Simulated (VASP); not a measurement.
# Ga (P2_1/m) in VASP: further runs, part 2 of 2

VASP 6.6.1. The steps go on from the part before.

## 3. Single point, PBE

This run uses another cell than the first one, of 19.16 Å³/atom, 1.053 times its volume.

File INCAR:

```
SYSTEM = Ga
PREC = Accurate
ENCUT = 520
EDIFF = 1E-6
ISMEAR = 0
SIGMA = 0.1
LREAL = .FALSE.
LASPH = .TRUE.
NELM = 80
ALGO = Fast
ISIF = 2
LWAVE = .FALSE.
LCHARG = .FALSE.
GGA = PE
NBANDS = 20
```

File KPOINTS:

```
regular mesh
0
G
  16 12 10
  0 0 0
```

File POSCAR:

```
Ga
1.0
    2.7836464046      0.0000000000     -0.0095936029
    0.0000000000      3.3924812812      0.0000000000
   -1.3597351765      0.0000000000      4.0624086383
Ga
2
Direct
    0.8637828807      0.2500000000      0.2328784560
    0.1362171193      0.7500000000      0.7671215440
```

Potentials or basis: VASP PAW PBE potentials, release 64 (Ga_d).

Launch:

```sh
$ cat potpaw_PBE.64/Ga_d/POTCAR > POTCAR
$ mpirun -np 1 vasp_std > vasp.out
```

OUTCAR:

```text
SYSTEM = Ga
   PREC = Accurate
   ENCUT = 520
   EDIFF = 1E-6
   ISMEAR = 0
   LREAL = .FALSE.
   LASPH = .TRUE.
   NELM = 80
   ISIF = 2
   GGA = PE

 ion  position               nearest neighbor table
   1  0.864  0.250  0.233-   2 2.75   2 2.75   2 2.89   2 2.89   2 2.90   2 2.90
   2  0.136  0.750  0.767-   1 2.75   1 2.75   1 2.89   1 2.89   1 2.90   1 2.90

  LATTYP: Found a simple monoclinic cell.
 ALAT       =     2.7836629363
 B/A-ratio  =     1.2187112301
 C/A-ratio  =     1.5389537574
 COS(beta)  =    -0.3206700943

  Lattice vectors:

 A1 = (   2.7836464046,   0.0000000000,  -0.0095936029)
 A2 = (   0.0000000000,   3.3924812812,   0.0000000000)
 A3 = (  -1.3597351765,   0.0000000000,   4.0624086383)

Analysis of symmetry for initial positions (statically):
=====================================================================
 Subroutine PRICEL returns:
 Original cell was already a primitive cell.

 Routine SETGRP: Setting up the symmetry group for a
 simple monoclinic supercell.

 Subroutine GETGRP returns: Found  4 space group operations
 (whereof  2 operations were pure point group operations)
 out of a pool of  4 trial point group operations.
[... 158 lines left out ...]

 Free energy of the ion-electron system (eV)
  ---------------------------------------------------
  ext. energy  EPLUGINS =         0.00000000
  ---------------------------------------------------
  free energy    TOTEN  =        -5.78661763 eV

  energy without entropy =       -5.78297974  energy(sigma->0) =       -5.78479868

 E-fermi :   5.3819     XC(G=0): -10.8928

 val. band max:        5.3775210116   @ k =   0.0625   0.2500   0.4000
 cond. band min:       5.3834797487   @ k =   0.3125   0.3333   0.4000
 fundamental gap:      0.0059587370
 Fermi energy:         5.3818790038

 k-point     1 :       0.0000    0.0000    0.0000
  band No.  band energies     occupation
      1      -9.7583      2.00000
      2      -9.7575      2.00000
      3      -9.7164      2.00000
      4      -9.7025      2.00000
      5      -9.4522      2.00000
      6      -9.4492      2.00000
[... 541 lines left out ...]
     19      15.5631      0.00000
     20      16.7091      0.00000

 [... further k-points ...]
[... 5 lines left out ...]
  --------------------------------------------------------------------------------------
  -------------------------------------------------------------------------------------
  Total        0.0404864      0.0310846      0.0295857      0.0000000      0.0000000      0.0025267
  in kB        1.6928019      1.2996974      1.2370234      0.0000000      0.0000000      0.1056455
  external PRESSURE =       1.4098409 kB  Pullay stress =       0.0000000 kB

 VOLUME and BASIS-vectors are now :
 -----------------------------------------------------------------------------
  energy-cutoff  :      520.00
  volume of cell :       38.32
      direct lattice vectors                 reciprocal lattice vectors
     2.783646405  0.000000000 -0.009593603     0.359655912  0.000000000  0.120380995
     0.000000000  3.392481281  0.000000000     0.000000000  0.294769497  0.000000000
    -1.359735177  0.000000000  4.062408638     0.000849347  0.000000000  0.246443668

 POSITION                                       TOTAL-FORCE (eV/Angst)
 -----------------------------------------------------------------------------------
      2.08781      0.84812      0.93776         0.002407      0.000000     -0.000930
     -0.66390      2.54436      3.11505        -0.002407     -0.000000      0.000930
 -----------------------------------------------------------------------------------
    total drift:                                0.000000     -0.000000      0.000000

  FREE ENERGIE OF THE ION-ELECTRON SYSTEM (eV)
  ---------------------------------------------------
  free  energy   TOTEN  =        -5.7866176303 eV

  energy  without entropy=       -5.7829797379  energy(sigma->0) =       -5.78479868
```

stdout:

```text
POSCAR found type information on POSCAR Ga
 POSCAR found :  1 types and       2 ions
 scaLAPACK will be used
 LDA part: xc-table for (Slater+PW92), standard interpolation
 POSCAR, INCAR and KPOINTS ok, starting setup
 FFT: planning ... GRIDC
 FFT: planning ... GRID_SOFT
 FFT: planning ... GRID
 WAVECAR not read
 entering main loop
WARNING in EDDRMM: call to ZHEGV failed, returncode =   6  3     19
WARNING in EDDRMM: call to ZHEGV failed, returncode =   8  4     17
WARNING in EDDRMM: call to ZHEGV failed, returncode =   8  4     19
WARNING in EDDRMM: call to ZHEGV failed, returncode =   8  4     17
WARNING in EDDRMM: call to ZHEGV failed, returncode =   6  3     15
WARNING in EDDRMM: call to ZHEGV failed, returncode =   8  4     19
```

It took 8 min on 1 thread of AMD EPYC 7R43 (Zen 3), shared host; peak memory 0.39 GiB.

What came out:

- Free energy: -5.7866 eV
- Pressure: 0.1 GPa
- Band gap on the k mesh: zero (band 13 reaches 9.15 eV, above the bottom of band 14 at 1.15 eV)

Forces in eV/Å, atoms in the order of the input:
```
Ga   0.002  0.000 -0.001
Ga  -0.002  0.000  0.001
```

Levels at points of the mesh, in eV from the Fermi level:
```tsv
k point	band 10	band 11	band 12	band 13	band 14	band 15	band 16	band 17
(0.00, 0.00, 0.00)	-14.67	-11.02	-1.95	-1.74	1.40	5.17	9.44	9.81
(0.50, 0.00, 0.00)	-14.68	-5.93	-4.96	-1.25	0.09	5.75	6.21	8.14
(0.00, 0.50, 0.00)	-14.72	-7.72	-7.72	1.61	1.61	2.43	2.43	11.46
(0.50, 0.50, 0.00)	-14.68	-2.81	-2.81	-1.71	-1.71	2.05	2.05	4.49
(0.00, 0.00, 0.50)	-14.71	-9.05	-8.30	3.58	4.44	5.40	5.67	7.48
(0.50, 0.00, 0.50)	-14.67	-5.91	-4.92	-1.33	0.00	5.74	6.26	8.21
(0.00, 0.50, 0.50)	-14.79	-6.07	-6.07	-4.23	-4.23	10.74	10.74	11.53
(0.50, 0.50, 0.50)	-14.68	-2.80	-2.80	-1.67	-1.67	2.00	2.00	4.36
```
